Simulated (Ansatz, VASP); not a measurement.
## One calculation of Ru, two programs

```
Ru
1.0
     0.00000    1.94020    1.94020
     1.94020    0.00000    1.94020
     1.94020    1.94020    0.00000
Ru
1
Cartesian
  0.0000 0.0000 0.0000
```

Change from the starting cell: volume scaled by 1.04.

Alike in both runs: task single point; functional RPBE; k mesh 12 × 12 × 12; occupations tetrahedron; no spin polarisation; Hubbard terms Ru d U = 6.0 eV.

|  | VASP | Ansatz |
| --- | --- | --- |
| version | VASP 6.6.1 | Ansatz 0.2.0 |
| potentials or method | VASP PAW PBE potentials, release 64 (Ru_pv), cutoff 520 eV | all-electron LAPW, scalar-relativistic |

Ansatz gave:

| Property | Result |
| --- | --- |
| gap on the k mesh at the Fermi level (eV) | none |
| pressure (GPa) | -7.5 |

Task: Which values does VASP return?

Result: gap on the k mesh at the Fermi level (eV): none; pressure (GPa): -10.9.

VASP's potentials were made for PBE, not for RPBE. The programs project onto different local orbitals, so the same U acts differently, and such runs can settle in different states. A gap of «none» marks a metal or a gap that the smearing closes. Ansatz ran all-electron here, and VASP with PAW potentials.

Noted on Ansatz's run: U is the effective U less J, on atomic orbitals that reach past the spheres.
